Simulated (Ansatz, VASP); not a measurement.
## Cu in VASP and in Ansatz

INCAR

```
ALGO = Normal
EDIFF = 1E-6
ENCUT = 520
ISIF = 2
ISMEAR = -1
LASPH = True
LCHARG = False
LREAL = False
LWAVE = False
NBANDS = 24
NELM = 60
PREC = Accurate
SIGMA = 0.1
```

Contents of KPOINTS:

```
k-points
0
Gamma
  10 10 15
```

The input POSCAR:

```
Cu
1.0
    3.9443865667      0.0000000000      0.0000000000
   -1.9721932834      3.4159389691      0.0000000000
    0.0000000000      0.0000000000      2.3679579994
Cu
3
Direct
    1.0000000000      1.0000000000      0.0000000000
    0.3333333333      0.6666666667      0.5000000000
    0.6666666667      0.3333333333      0.5000000000
```

Input for Ansatz:

```yaml
crystal:
  lattice:
    - [3.9443865667, 0.0, 0.0]
    - [-1.9721932834, 3.4159389691, 0.0]
    - [0.0, 0.0, 2.3679579994]
  atoms:
    - { symbol: Cu, position: [1.0, 1.0, 0.0] }
    - { symbol: Cu, position: [0.3333333333, 0.6666666667, 0.5] }
    - { symbol: Cu, position: [0.6666666667, 0.3333333333, 0.5] }
hamiltonian:
  xc: lda
  pseudopotentials:
    kind: paw
    azcp:
      Cu: "pseudopotentials/Cu.paw.azcp"
basis:
  ecutwfc: 420
  fft_grid_basis: typed
kpoints:
  mp_grid: { grid: [10, 10, 15], shift: [0, 0, 0] }
magnetization:
  spin_polarized: false
scf:
  occupations: { method: fermi_dirac, width: 0.1 }
  lower_state_search: "off"
output:
  stress: true
```

Alike in both runs: task single point; functional LDA; k mesh 10 × 10 × 15; occupations fermi-dirac, width 0.1 eV; no spin polarisation.

```csv
,VASP,Ansatz
version,VASP 6.6.1,Ansatz 0.2.0
potentials or method,"VASP PAW LDA potentials, release 64 (Cu), cutoff 520 eV","plane waves (420 eV) with PAW, scalar-relativistic"
valence electrons in the cell,33,57
```

|  | VASP | Ansatz | Ansatz less VASP |
| --- | --- | --- | --- |
| pressure (GPa) | 9.3 | 8.2 | -1.10 |
| traceless stress, the component that is largest in VASP (GPa) | -0.17 | -0.09 | +0.079 |

Ansatz warns that its potentials were made for another functional, while VASP's fit it. LDA's correlation is that of Perdew and Zunger in VASP and of Perdew and Wang (1992) in Ansatz. VASP's potentials hold 33 valence electrons a cell and Ansatz's 57, so a difference there can come from the potentials and not from the codes.
